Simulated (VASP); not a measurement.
Set up this calculation in VASP 6.6.1, as the native input.

| Property | Result |
| --- | --- |
| Task | single point |
| Functional | r2SCAN |
| Potentials or basis | VASP PAW PBE potentials, release 64 (Ti_sv) |
| Cutoff | 520 eV |
| k mesh | 18 × 18 × 10 |
| Occupations | gaussian, width 0.15 eV |
| Spin | no spin polarisation |
| Dipole correction | no |
| Further INCAR settings | ALGO = Normal; EDIFF = 1e-06; NBANDS = 19 |

The system is Ti.

```
Ti
1.0
     2.95000    0.00000    0.00000
    -1.47500    2.55477    0.00000
     0.00000    0.00000    4.68600
Ti
2
Direct
  0.24526 0.49053 0.25000
  0.66667 0.33333 0.75000
```

This cell differs from its parent crystal: atom 1 (Ti) moved by (-0.450, +0.000) A along y and z.

These files were run (other wordings do the same):

POSCAR

```
Ti
1.0
    2.9499978604      0.0000000000      0.0000000000
   -1.4749989302      2.5547730882      0.0000000000
    0.0000000000      0.0000000000      4.6860000000
Ti
2
Direct
    0.2452628894      0.4905257788      0.2500000000
    0.6666666667      0.3333333333      0.7500000000
```

INCAR.step1

```
  PREC = Accurate
  ENCUT = 520
  ISMEAR = 0
  SIGMA = 0.15
  LREAL = F
  LASPH = T
  NELM = 60
  NBANDS = 19
  GGA = PE
  ALGO = Normal
  EDIFF = 1E-4
  LWAVE = T
  LCHARG = F
```

INCAR.step2

```
  PREC = Accurate
  ENCUT = 520
  EDIFF = 1E-6
  ISMEAR = 0
  SIGMA = 0.15
  LREAL = F
  LASPH = T
  NELM = 60
  ALGO = Normal
  ISIF = 2
  LWAVE = F
  LCHARG = T
  METAGGA = R2SCAN
  LMIXTAU = T
  LELF = T
  LVHAR = T
  NBANDS = 19
  ISTART = 1
```

KPOINTS

```
Automatic mesh
0
Gamma
  18 18 10
```

Potentials or basis: VASP PAW PBE potentials, release 64 (Ti_sv).

Launch:

```sh
$ cat potpaw_PBE.64/Ti_sv/POTCAR > POTCAR
$ cp INCAR.step1 INCAR
$ mpirun -np 1 vasp_std > vasp.out
$ cp INCAR.step2 INCAR
$ mpirun -np 1 vasp_std > vasp.out
```

Results of the run:

The pressure is -2.2 GPa, the largest force is 0.511 eV/Å and the band gap on the k mesh is zero (bands 12 and 13 overlap by 1.01 eV).

Caveat: the cell differs from its parent crystal (atom 1 (Ti) moved by (-0.450, +0.000) A along y and z); the stress differs along the axes, from -7 to 1 GPa; the PAW data sets were made with another functional, which shifts forces and pressure a little.

Wall time 16 min on 1 thread of AMD EPYC 7R13 Processor (Zen 3), with other jobs on the host, peak memory 0.37 GiB.
